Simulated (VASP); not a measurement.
Write the native input for VASP 6.6.1 that does the following.

```
Task                   : electric field gradients
Functional             : r2SCAN
Potentials or basis    : VASP PAW PBE potentials, release 64 (Sn_d, O)
Cutoff                 : 520 eV
k mesh                 : 5 × 5 × 5
Occupations            : fermi-dirac, width 0.02 eV
Spin                   : no spin polarisation
Dipole correction      : no
Further INCAR settings : ALGO = Normal; EDIFF = 1e-08; NBANDS = 64
```

SnO2:

```xyz
12
Lattice="-3.2489 3.4145 3.4140 3.2489 -3.4145 3.4140 3.2489 3.4145 -3.4140" Properties=species:S:1:pos:R:3 pbc="T T T"
Sn    0.0000    5.1217    1.6824
Sn    3.2489   -1.7072    1.7316
Sn    1.6244    1.7072    1.7070
Sn   -1.6244    1.7072    1.7070
O     1.6421    1.7072   -0.3858
O     3.2489    3.0287    1.7347
O     4.8557    1.7072   -0.3858
O     3.2489    0.3858    1.7347
O     0.0000    3.0287    1.6793
O     0.0000    0.3858    1.6793
O    -1.6068    1.7072    3.7998
O     1.6068    1.7072    3.7998
```

One way to write it, as run:

POSCAR

```
SnO2
1.0
   -3.2488970000      3.4144700000      3.4140210000
    3.2488970000     -3.4144700000      3.4140210000
    3.2488970000      3.4144700000     -3.4140210000
Sn O
4 8
Direct
    0.9964010000      0.2464010000      0.7500000000
    0.0035990000      0.7535990000      0.2500000000
    0.5000000000      0.5000000000      0.5000000000
    0.5000000000      0.0000000000      0.0000000000
    0.1935040000      0.1962260000      0.5027220000
    0.6975650000      0.7540600000      0.9435050000
    0.1935040000      0.6907820000      0.9972780000
    0.3105550000      0.7540600000      0.5564950000
    0.6894450000      0.2459400000      0.4435050000
    0.3024350000      0.2459400000      0.0564950000
    0.8064960000      0.3092180000      0.0027220000
    0.8064960000      0.8037740000      0.4972780000
```

INCAR.step1

```
PREC = Accurate
ENCUT = 520
ISMEAR = -1
SIGMA = 0.02
LREAL = False
LASPH = True
NELM = 100
NBANDS = 64
GGA = PE
ALGO = Normal
EDIFF = 1E-4
LWAVE = True
LCHARG = False
```

INCAR.step2

```
PREC = Accurate
ENCUT = 520
EDIFF = 1E-8
ISMEAR = -1
SIGMA = 0.02
LREAL = False
LASPH = True
NELM = 100
ALGO = Normal
ISIF = 2
LWAVE = False
LCHARG = False
METAGGA = R2SCAN
LMIXTAU = True
LEFG = True
NBANDS = 64
ISTART = 1
```

KPOINTS

```
Automatic mesh
0
Gamma
  5 5 5
```

Potentials or basis: VASP PAW PBE potentials, release 64 (Sn_d, O).

Launch:

```bash
$ cat potpaw_PBE.64/Sn_d/POTCAR potpaw_PBE.64/O/POTCAR > POTCAR
$ cp INCAR.step1 INCAR
$ mpirun -np 1 vasp_std > vasp.out
$ cp INCAR.step2 INCAR
$ mpirun -np 1 vasp_std > vasp.out
```

It gave:

```yaml
Pressure: -7.5 GPa
Largest_force: 0.076 eV/Å
Band_gap_on_the_k_mesh: 1.29 eV
```

Caveat: without QUAD_EFG the Cq values of the log hold for a quadrupole moment of 1 mb, not for the nuclei; the PAW data sets were made with another functional, which shifts forces and pressure a little; spin-orbit coupling is left out, which moves the levels of the heavy elements.

Wall time 20 min on 1 thread of Intel(R) Xeon(R) Platinum 8488C (Sapphire Rapids), with other jobs on the host, peak memory 0.47 GiB.
